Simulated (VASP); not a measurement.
Write the native input for VASP 6.6.1 that does the following.

```yaml
Task: single point
Functional: PBE
Potentials_or_basis: VASP PAW PBE potentials, release 64 (Sr_sv, O)
Cutoff: 520 eV
k_mesh: 8 × 8 × 8
Occupations: gaussian, width 0.02 eV
Spin: no spin polarisation
Dipole_correction: no
Further_INCAR_settings: ALGO = Normal; EDIFF = 1e-07; NBANDS = 15
```

The structure of SrO lies in POSCAR:

```
SrO
1.0
    0.0000000000      2.5698000000      2.5698000000
    2.5698000000      0.0000000000      2.5698000000
    2.5698000000      2.5698000000      0.0000000000
Sr O
1 1
Direct
   -0.0627714219      0.0164604249      0.0576698576
    0.5000000000      0.5000000000      0.5000000000
```

This cell differs from its parent crystal: one atom moved.

One way to write it, as run:

INCAR

```
SYSTEM = SrO
ALGO = Normal
EDIFF = 1E-7
ENCUT = 520
GGA = PE
ISIF = 2
ISMEAR = 0
LASPH = .TRUE.
LCHARG = .FALSE.
LREAL = .FALSE.
LWAVE = .FALSE.
NBANDS = 15
NELM = 80
PREC = Accurate
SIGMA = 0.02
```

KPOINTS

```
k-points
0
G
  8 8 8
  0 0 0
```

Potentials or basis: VASP PAW PBE potentials, release 64 (Sr_sv, O).

The run is started by

```console
$ cat potpaw_PBE.64/Sr_sv/POTCAR potpaw_PBE.64/O/POTCAR > POTCAR
$ mpirun -np 1 vasp_std > vasp.out
```

Results of the run:

| Quantity | Value |
| --- | --- |
| Pressure | 4.9 GPa |
| Largest force | 0.622 eV/Å |
| Band gap on the k mesh | 3.49 eV (least direct gap 3.50 eV) |

Caveat: the cell differs from its parent crystal (one atom moved); the cell stands under pressure.

It took 2.2 min on 1 thread of Intel(R) Xeon(R) Platinum 8488C (Sapphire Rapids) (shared host), peak memory 0.26 GiB.
